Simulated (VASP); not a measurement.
# MoSe2 (P6_3/mmc) in VASP: further runs

Runs on MoSe2. Level: PBEsol. Tasks: vibrations by perturbation theory.

Program: VASP 6.6.1. These are calculated values, not measurements. Logs are shortened: lines on timing, memory, paths and dates and some standing lists are left out, and cuts for length are marked.

## (1) The cell of the first run

It takes space group P6_3/mmc (No. 194, hexagonal). The conventional cell has a = 3.269 Å, b = 3.269 Å, c = 13.121 Å, α = 90.00°, β = 90.00°, γ = 120.00°. Mo (site symmetry -6m2) has 6 Se at 2.52 Å and 6 Mo at 3.27 Å within 3.3 Å. Se (site symmetry 3m) has 3 Mo at 2.52 Å and 7 Se at 3.27 to 3.33 Å within 3.4 Å.

## (2) Vibrations by perturbation theory, PBEsol

INCAR

```
PREC     = Accurate       # precision mode
ENCUT    = 500            # plane-wave cutoff, eV
EDIFF    = 1E-8           # SCF threshold, eV
ISMEAR   = 0              # smearing method
SIGMA    = 0.01           # smearing width, eV
LREAL    = F              # projectors in reciprocal space
LASPH    = T              # aspherical terms in the spheres
NELM     = 120            # most SCF steps
ALGO     = Normal         # electronic algorithm
ISIF     = 2              # what is computed and relaxed
LWAVE    = F              # write WAVECAR
LCHARG   = T              # write CHGCAR
GGA      = PS             # functional
NBANDS   = 35             # bands
IBRION   = 8              # ionic algorithm
NSW      = 1              # ionic steps
LEPSILON = T              # dielectric tensor by DFPT
GGA_COMPAT= F
```

KPOINTS

```
regular mesh
0
Gamma
  6 6 2
```

POSCAR

```
MoSe2
1.0
    3.2693996917      0.0000000000      0.0000000000
   -1.6346998458      2.8313831881      0.0000000000
    0.0000000000      0.0000000000     13.1211542690
Mo Se
2 4
Direct
    0.3333333333      0.6666666667      0.2500000000
    0.6666666667      0.3333333333      0.7500000000
    0.3333333333      0.6666666667      0.6231590551
    0.6666666667      0.3333333333      0.1231590551
    0.3333333333      0.6666666667      0.8768409449
    0.6666666667      0.3333333333      0.3768409449
```

Potentials or basis: VASP PAW PBE potentials, release 64 (Mo_sv, Se).

Launch:

```bash
$ cat potpaw_PBE.64/Mo_sv/POTCAR potpaw_PBE.64/Se/POTCAR > POTCAR
$ mpirun -np 1 vasp_std > vasp.out
```

OUTCAR:

```text
PREC = Accurate
   ENCUT = 500
   EDIFF = 1E-8
   ISMEAR = 0
   LREAL = F
   LASPH = T
   NELM = 120
   ISIF = 2
   GGA = PS
   IBRION = 8
   NSW = 1
   LEPSILON = T

 ion  position               nearest neighbor table
   1  0.333  0.667  0.250-   4 2.52   6 2.52   4 2.52   6 2.52   4 2.52   6 2.52
   2  0.667  0.333  0.750-   3 2.52   5 2.52   3 2.52   5 2.52   3 2.52   5 2.52
   3  0.333  0.667  0.623-   2 2.52   2 2.52   2 2.52
   4  0.667  0.333  0.123-   1 2.52   1 2.52   1 2.52
   5  0.333  0.667  0.877-   2 2.52   2 2.52   2 2.52
   6  0.667  0.333  0.377-   1 2.52   1 2.52   1 2.52

  LATTYP: Found a hexagonal cell.
 ALAT       =     3.2693996917
 C/A-ratio  =     4.0133221711

  Lattice vectors:

 A1 = (   3.2693996917,   0.0000000000,   0.0000000000)
 A2 = (  -1.6346998458,   2.8313831881,   0.0000000000)
 A3 = (   0.0000000000,   0.0000000000,  13.1211542690)

Analysis of symmetry for initial positions (statically):
=====================================================================
 Subroutine PRICEL returns:
 Original cell was already a primitive cell.

 Routine SETGRP: Setting up the symmetry group for a
 hexagonal supercell.

 Subroutine GETGRP returns: Found 24 space group operations
 (whereof 12 operations were pure point group operations)
 out of a pool of 24 trial point group operations.

The static configuration has the point symmetry D_3d.
 The point group associated with its full space group is D_6h.

Analysis of symmetry for dynamics (positions and initial velocities):
=====================================================================
 Subroutine PRICEL returns:
 Original cell was already a primitive cell.

 Routine SETGRP: Setting up the symmetry group for a
 hexagonal supercell.

 Subroutine GETGRP returns: Found 24 space group operations
 (whereof 12 operations were pure point group operations)
 out of a pool of 24 trial point group operations.

The dynamic configuration has the point symmetry D_3d.
 The point group associated with its full space group is D_6h.

 Subroutine INISYM returns: Found 24 space group operations
 (whereof 12 operations are pure point group operations),
 and found     1 'primitive' translations

----------------------------------------------------------------------------------------

                                     Primitive cell

  volume of cell :     121.4615

  direct lattice vectors                    reciprocal lattice vectors
     3.269399692  0.000000000  0.000000000     0.305866549  0.176592134  0.000000000
[... 770 lines left out ...]
  x     0.00000     0.00000     0.00000     0.00000     0.00000     0.00000
  y     0.00000     0.00000     0.00000     0.00000     0.00000     0.00000
  z     0.00000     0.00000     0.00000     0.00000     0.00000     0.00000

 PIEZOELECTRIC TENSOR (including local field effects)  for field in x, y, z        (C/m^2)
          XX          YY          ZZ          XY          YZ          ZX
  --------------------------------------------------------------------------------
  x     0.00000     0.00000     0.00000     0.00000     0.00000     0.00000
  y     0.00000     0.00000     0.00000     0.00000     0.00000     0.00000
  z     0.00000     0.00000     0.00000     0.00000     0.00000     0.00000

 BORN EFFECTIVE CHARGES (including local field effects) (in |e|, cummulative output)
 ---------------------------------------------------------------------------------
 ion    1
    1    -1.90361    -0.00000     0.00000
    2    -0.00000    -1.90361    -0.00000
    3     0.00000    -0.00000    -0.97429
 ion    2
    1    -1.90361    -0.00000     0.00000
    2    -0.00000    -1.90361    -0.00000
    3     0.00000     0.00000    -0.97429
 ion    3
    1     0.95181     0.00000    -0.00000
    2     0.00000     0.95181    -0.00000
    3    -0.00000    -0.00000     0.48715
 ion    4
    1     0.95181     0.00000     0.00000
    2     0.00000     0.95181     0.00000
    3     0.00000     0.00000     0.48715
 ion    5
    1     0.95181     0.00000     0.00000
    2     0.00000     0.95181     0.00000
    3     0.00000     0.00000     0.48715
 ion    6
    1     0.95181     0.00000    -0.00000
    2     0.00000     0.95181    -0.00000
    3    -0.00000     0.00000     0.48715

 INTERNAL STRAIN TENSOR FOR ION    6 for displacements in x,y,z  (eV/Angst):
          X           Y           Z          XY          YZ          ZX
  --------------------------------------------------------------------------------
  x     0.00000    -0.00000     0.00000     3.46727    -0.00000   -12.41715
  y     3.46727    -3.46727    -0.00000    -0.00000   -13.47771    -0.00000
  z    -9.92167    -9.92167   -27.44327    -0.00000     0.00000    -0.00000

 SECOND DERIVATIVES (NOT SYMMETRIZED)
 ------------------------------------
               1X          1Y          1Z          2X          2Y          2Z          3X          3Y          3Z          4X          4Y          4Z          5X          5Y          5Z          6X          6Y          6Z
  1X   -18.015523   -0.000000    0.000000    0.055463    0.000000    0.000000    0.035087    0.000000    0.000000    8.944943    0.000000    0.000000    0.035087    0.000000   -0.000000    8.944943    0.000000   -0.000000
  1Y    -0.000000  -18.015523    0.000000    0.000000    0.055463    0.000000    0.000000    0.035087    0.000000    0.000000    8.944943    0.000000    0.000000    0.035087    0.000000    0.000000    8.944943   -0.000000
  1Z     0.000000    0.000000  -27.275094    0.000000   -0.000000    0.237780    0.000000    0.000000   -0.096999    0.000000    0.000000   13.615656    0.000000   -0.000000   -0.096999    0.000000    0.000000   13.615656
  2X     0.055463    0.000000    0.000000  -18.015523   -0.000000    0.000000    8.944943    0.000000   -0.000000    0.035087    0.000000   -0.000000    8.944943    0.000000    0.000000    0.035087    0.000000    0.000000
  2Y     0.000000    0.055463    0.000000   -0.000000  -18.015523    0.000000    0.000000    8.944943   -0.000000    0.000000    0.035087    0.000000    0.000000    8.944943    0.000000    0.000000    0.035087    0.000000
  2Z     0.000000   -0.000000    0.237780    0.000000    0.000000  -27.275094    0.000000    0.000000   13.615656    0.000000   -0.000000   -0.096999    0.000000    0.000000   13.615656    0.000000    0.000000   -0.096999
  3X     0.032250    0.000000   -0.000000    8.938409    0.000000    0.000000   -8.610217   -0.000000   -0.000000   -0.015449   -0.000000    0.000000   -0.395690   -0.000000    0.000000    0.050696    0.000000    0.000000
  3Y     0.000000    0.032250    0.000000    0.000000    8.938409    0.000000   -0.000000   -8.610217    0.000000   -0.000000   -0.015449   -0.000000   -0.000000   -0.395690   -0.000000    0.000000    0.050696    0.000000
  3Z    -0.000000   -0.000000   -0.022702   -0.000000   -0.000000   13.550294    0.000000    0.000000  -15.398952    0.000000    0.000000    0.069540    0.000000   -0.000000    1.646873    0.000000    0.000000    0.154948
  4X     8.938409    0.000000    0.000000    0.032250    0.000000    0.000000   -0.015449   -0.000000    0.000000   -8.610217   -0.000000    0.000000    0.050696    0.000000   -0.000000   -0.395690   -0.000000    0.000000
  4Y     0.000000    8.938409   -0.000000    0.000000    0.032250    0.000000   -0.000000   -0.015449   -0.000000   -0.000000   -8.610217    0.000000    0.000000    0.050696    0.000000   -0.000000   -0.395690    0.000000
  4Z     0.000000    0.000000   13.550294    0.000000   -0.000000   -0.022702   -0.000000   -0.000000    0.069540   -0.000000   -0.000000  -15.398952   -0.000000    0.000000    0.154948   -0.000000    0.000000    1.646873
  5X     0.032250    0.000000    0.000000    8.938409    0.000000    0.000000   -0.395690   -0.000000    0.000000    0.050696    0.000000   -0.000000   -8.610217   -0.000000    0.000000   -0.015449   -0.000000    0.000000
  5Y     0.000000    0.032250    0.000000    0.000000    8.938409   -0.000000   -0.000000   -0.395690    0.000000    0.000000    0.050696    0.000000   -0.000000   -8.610217    0.000000   -0.000000   -0.015449   -0.000000
  5Z     0.000000   -0.000000   -0.022702    0.000000    0.000000   13.550294   -0.000000    0.000000    1.646873   -0.000000    0.000000    0.154948   -0.000000   -0.000000  -15.398952   -0.000000   -0.000000    0.069540
  6X     8.938409    0.000000    0.000000    0.032250    0.000000   -0.000000    0.050696    0.000000    0.000000   -0.395690   -0.000000    0.000000   -0.015449   -0.000000    0.000000   -8.610217   -0.000000   -0.000000
  6Y     0.000000    8.938409    0.000000    0.000000    0.032250    0.000000    0.000000    0.050696    0.000000   -0.000000   -0.395690   -0.000000   -0.000000   -0.015449   -0.000000   -0.000000   -8.610217    0.000000
  6Z    -0.000000   -0.000000   13.550294   -0.000000   -0.000000   -0.022702    0.000000    0.000000    0.154948    0.000000   -0.000000    1.646873    0.000000    0.000000    0.069540    0.000000    0.000000  -15.398952

 Eigenvectors and eigenvalues of the dynamical matrix
 ----------------------------------------------------

   1 f  =   10.605986 THz    66.639374 2PiTHz  353.777604 cm-1    43.862813 meV
             X         Y         Z           dx          dy          dz
     -0.000000  1.887589  3.280289    -0.000000    0.000000   -0.556849
      1.634700  0.943794  9.840866    -0.000000   -0.000000    0.556849
     -0.000000  1.887589  8.176566     0.000000    0.000000   -0.308155
      1.634700  0.943794  1.615989     0.000000   -0.000000    0.308155
     -0.000000  1.887589 11.505165     0.000000    0.000000   -0.308155
      1.634700  0.943794  4.944588     0.000000   -0.000000    0.308155
[... 145 lines left out ...]
  18 f/i=    0.002170 THz     0.013634 2PiTHz    0.072379 cm-1     0.008974 meV
             X         Y         Z           dx          dy          dz
     -0.000000  1.887589  3.280289    -0.430639   -0.058222   -0.000000
      1.634700  0.943794  9.840866    -0.430639   -0.058222   -0.000000
     -0.000000  1.887589  8.176566    -0.390880   -0.052846   -0.000000
      1.634700  0.943794  1.615989    -0.390880   -0.052846   -0.000000
     -0.000000  1.887589 11.505165    -0.390880   -0.052846   -0.000000
      1.634700  0.943794  4.944588    -0.390880   -0.052846   -0.000000

--------------------------------------------------------------------------------------------------------

 MACROSCOPIC STATIC DIELECTRIC TENSOR IONIC CONTRIBUTION
 ------------------------------------------------------
           0.601393     0.000000    -0.000000
           0.000000     0.601393     0.000000
          -0.000000     0.000000     0.104587
 ------------------------------------------------------

 ELASTIC MODULI CONTR FROM IONIC RELAXATION (kBar)
 Direction    XX          YY          ZZ          XY          YZ          ZX
 --------------------------------------------------------------------------------
 XX        -378.6782   -227.6985   -838.6171     -0.0000     -0.0000     -0.0000
 YY        -227.6985   -378.6782   -838.6171     -0.0000      0.0000      0.0000
 ZZ        -838.6171   -838.6171  -2319.6100     -0.0000      0.0000     -0.0000
 XY          -0.0000     -0.0000     -0.0000    -75.4898     -0.0000      0.0000
 YZ           0.0000     -0.0000      0.0000     -0.0000  -1157.4401     -0.0000
 ZX          -0.0000      0.0000     -0.0000      0.0000     -0.0000   -982.4499
 --------------------------------------------------------------------------------

 PIEZOELECTRIC TENSOR IONIC CONTR  for field in x, y, z        (C/m^2)
          XX          YY          ZZ          XY          YZ          ZX
  --------------------------------------------------------------------------------
  x     0.00000    -0.00000     0.00000    -0.00000    -0.00000    -0.00000
  y    -0.00000    -0.00000     0.00000    -0.00000    -0.00000     0.00000
  z    -0.00000    -0.00000    -0.00000     0.00000    -0.00000    -0.00000
```

It took 12 min on 1 thread of Intel Xeon 6975P-C (Granite Rapids), shared host; peak memory 0.52 GiB.

Results:

```
Electronic dielectric tensor (diagonal)                 : 16.70, 16.70, 7.71
Born charges (mean of the diagonal)                     : Mo -1.59; Se +0.80 e
Highest phonon frequency at Γ, LO-TO splitting left out : 354 cm⁻¹
```

Phonon frequencies in cm⁻¹ (negative: imaginary):
```tsv
q point	frequencies
(0.000, 0.000, 0.000)	0 0 0 24 24 31 168 168 169 169 242 243 286 286 286 286 351 354
```

Electronic dielectric tensor:
```
16.70  0.00  0.00
 0.00 16.70  0.00
 0.00  0.00  7.71
```

Born effective charge tensors (e):
atom 1, Mo
```
-1.90  0.00  0.00
 0.00 -1.90  0.00
 0.00  0.00 -0.97
```
atom 2, Mo
```
-1.90  0.00  0.00
 0.00 -1.90  0.00
 0.00  0.00 -0.97
```
atom 3, Se
```
0.95 0.00 0.00
0.00 0.95 0.00
0.00 0.00 0.49
```
atom 4, Se
```
0.95 0.00 0.00
0.00 0.95 0.00
0.00 0.00 0.49
```
atom 5, Se
```
0.95 0.00 0.00
0.00 0.95 0.00
0.00 0.00 0.49
```
atom 6, Se
```
0.95 0.00 0.00
0.00 0.95 0.00
0.00 0.00 0.49
```

Caveat: the k points lie up to 0.37 Å⁻¹ apart.

[end of part 1 of 2]
